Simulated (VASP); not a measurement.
Write the native input for VASP 6.6.1 that does the following.

* Task: single point
* Functional: PBEsol
* Potentials or basis: VASP PAW PBE potentials, release 64 (Rh_pv)
* Cutoff: 520 eV
* k mesh: 25 × 25 × 5
* Occupations: gaussian, width 0.15 eV
* Spin: no spin polarisation
* Dipole correction: no
* Further INCAR settings: ALGO = Fast; EDIFF = 1e-06; NBANDS = 54

The structure of Rh lies in POSCAR:

```
Rh
1.0
    1.8899965795     -1.8899965795      0.0000000000
    1.8899965795      0.0000000000     -1.8899965795
    7.4733837776      7.4733837776      7.4733837776
Rh
6
Direct
    0.6666666667      0.6666666667      0.0842821510
    0.0000000000      0.0000000000      0.9272722591
    0.3333333333      0.3333333333      0.2528801726
    0.6666666667      0.6666666667      0.5900762158
    0.0000000000      0.0000000000      0.4214781942
    0.3333333333      0.3333333333      0.7586742375
```

This cell differs from its parent crystal: the distance across one plane changed.

One way to write it, as run:

INCAR

```
PREC = Accurate
ENCUT = 520
EDIFF = 1E-6
ISMEAR = 0
SIGMA = 0.15
LREAL = F
LASPH = T
NELM = 80
ALGO = Fast
ISIF = 2
LWAVE = F
LCHARG = T
GGA = PS
LELF = T
LVHAR = T
NBANDS = 54
```

KPOINTS

```
regular mesh
0
Gamma
  25 25 5
```

Potentials or basis: VASP PAW PBE potentials, release 64 (Rh_pv).

Launch:

```sh
$ cat potpaw_PBE.64/Rh_pv/POTCAR > POTCAR
$ mpirun -np 1 vasp_std > vasp.out
```

Results of the run:

```json
{
  "Pressure": "4.3 GPa",
  "Largest force": "1.388 eV/Å",
  "Band gap on the k mesh": "zero (bands 45 and 46 overlap by 2.17 eV)"
}
```

Caveat: the cell differs from its parent crystal (the distance across one plane changed); the cell stands under pressure; the PAW data sets were made with another functional, which shifts forces and pressure a little.

Run time: 20 min on 1 thread of Oxide Virtual Turin-like Processor, on a shared host, peak memory 0.8 GiB.
